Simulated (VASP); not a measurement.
Input of a VASP 6.6.1 run:

The input POSCAR:

```
Ti2AlB2
1.0
    5.8353360000      0.0000000000      0.0000000000
    0.0000000000      5.8353360000      0.0000000000
    0.0000000000      0.0000000000      3.1551180000
Ti Al B
4 2 4
Direct
    0.1800000000      0.6800000000      0.5000000000
    0.3200000000      0.1800000000      0.5000000000
    0.8200000000      0.3200000000      0.5000000000
    0.6800000000      0.8200000000      0.5000000000
    0.0000000000      0.0000000000      0.0000000000
    0.5000000000      0.5000000000      0.0000000000
    0.3890000000      0.8890000000      0.0000000000
    0.1110000000      0.3890000000      0.0000000000
    0.6110000000      0.1110000000      0.0000000000
    0.8890000000      0.6110000000      0.0000000000
```

Contents of INCAR.step1:

```
SYSTEM = Ti2AlB2
PREC     = Accurate       ! precision mode
ENCUT    = 550            ! plane-wave cutoff, eV
ISMEAR   = 0              ! smearing method
SIGMA    = 0.2017         ! smearing width, eV
LREAL    = .FALSE.        ! projectors in reciprocal space
LASPH    = .TRUE.         ! aspherical terms in the spheres
NELM     = 120            ! most SCF steps
NBANDS   = 44             ! bands
NELECT   = 65.0         
GGA      = PE             ! functional
ALGO     = Normal         ! electronic algorithm
EDIFF    = 1E-5           ! SCF threshold, eV
LWAVE    = .TRUE.         ! write WAVECAR
LCHARG   = .FALSE.        ! write CHGCAR
GGA_COMPAT= .FALSE.
```

INCAR.step2

```
SYSTEM = Ti2AlB2
PREC     = Accurate       ! precision mode
ENCUT    = 550            ! plane-wave cutoff, eV
EDIFF    = 1E-6           ! SCF threshold, eV
ISMEAR   = 0              ! smearing method
SIGMA    = 0.2017         ! smearing width, eV
LREAL    = .FALSE.        ! projectors in reciprocal space
LASPH    = .TRUE.         ! aspherical terms in the spheres
NELM     = 120            ! most SCF steps
ALGO     = Normal         ! electronic algorithm
ISIF     = 2              ! what is computed and relaxed
LWAVE    = .FALSE.        ! write WAVECAR
LCHARG   = .TRUE.         ! write CHGCAR
METAGGA  = R2SCAN         ! meta-GGA
LMIXTAU  = .TRUE.       
LELF     = .TRUE.         ! ELF
LVHAR    = .TRUE.       
NBANDS   = 44             ! bands
NELECT   = 65.0         
ISTART   = 1            
GGA_COMPAT= .FALSE.
```

File KPOINTS:

```
Automatic mesh
0
Gamma
  3 3 6
  0.5 0.5 0.5
```

Potentials or basis: VASP PAW PBE potentials, release 64 (Ti_sv, Al, B).

The run is started by

```sh
$ cat potpaw_PBE.64/Ti_sv/POTCAR potpaw_PBE.64/Al/POTCAR potpaw_PBE.64/B/POTCAR > POTCAR
$ cp INCAR.step1 INCAR
$ mpirun -np 1 vasp_std > vasp.out
$ cp INCAR.step2 INCAR
$ mpirun -np 1 vasp_std > vasp.out
```

Task: Estimate the largest force.

Result: 0.775 eV/Å.

Forces on the atoms (eV/Å):
```
Ti  -0.408 -0.408  0.000
Ti   0.408 -0.408  0.000
Ti   0.408  0.408  0.000
Ti  -0.408  0.408  0.000
Al   0.000  0.000  0.000
Al   0.000  0.000  0.000
B    0.548  0.548  0.000
B   -0.548  0.548  0.000
B   -0.548 -0.548  0.000
B    0.548 -0.548  0.000
```

Caveat: the cell carries a net charge on a neutralising background, which shifts energy and pressure; the PAW data sets were made with another functional, which shifts forces and pressure a little.
